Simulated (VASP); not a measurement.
A run of VASP 6.6.1 is set up as follows.

The input INCAR:

```
  PREC = Accurate
  ENCUT = 520
  EDIFF = 1E-6
  ISMEAR = 0
  SIGMA = 0.1
  LREAL = False
  LASPH = True
  NELM = 80
  ALGO = Normal
  ISIF = 2
  LWAVE = False
  LCHARG = False
  GGA = PE
  NBANDS = 33
```

KPOINTS

```
Automatic mesh
0
Gamma
  6 6 4
```

The input POSCAR:

```
HfSnSe4
1.0
    4.9980648067      0.0000000000      0.0000000000
   -2.4990324034      4.3284510924      0.0000000000
    0.0000000000      0.0000000000      6.0579339623
Hf Sn Se
1 1 4
Direct
    0.0000000000      0.0000000000      0.0000000000
    0.0000000000      0.0000000000      0.5000000000
    0.3333333333      0.6666666667      0.7810393256
    0.3333333333      0.6666666667      0.2189606744
    0.6666666667      0.3333333333      0.7810393256
    0.6666666667      0.3333333333      0.2189606744
```

Potentials or basis: VASP PAW PBE potentials, release 64 (Hf_pv, Sn_d, Se).

The run is started by

```bash
$ cat potpaw_PBE.64/Hf_pv/POTCAR potpaw_PBE.64/Sn_d/POTCAR potpaw_PBE.64/Se/POTCAR > POTCAR
$ mpirun -np 1 vasp_std > vasp.out
```

(1) What does it give for the band gap on the k mesh?

(2) Predict the pressure.

(3) Estimate the largest force.

Answers

(1) zero (band 24 reaches 7.34 eV, above the bottom of band 25 at 4.67 eV).

(2) -0.1 GPa.

(3) 0.038 eV/Å.

Caveat: spin-orbit coupling is left out, which moves the levels of the heavy elements.
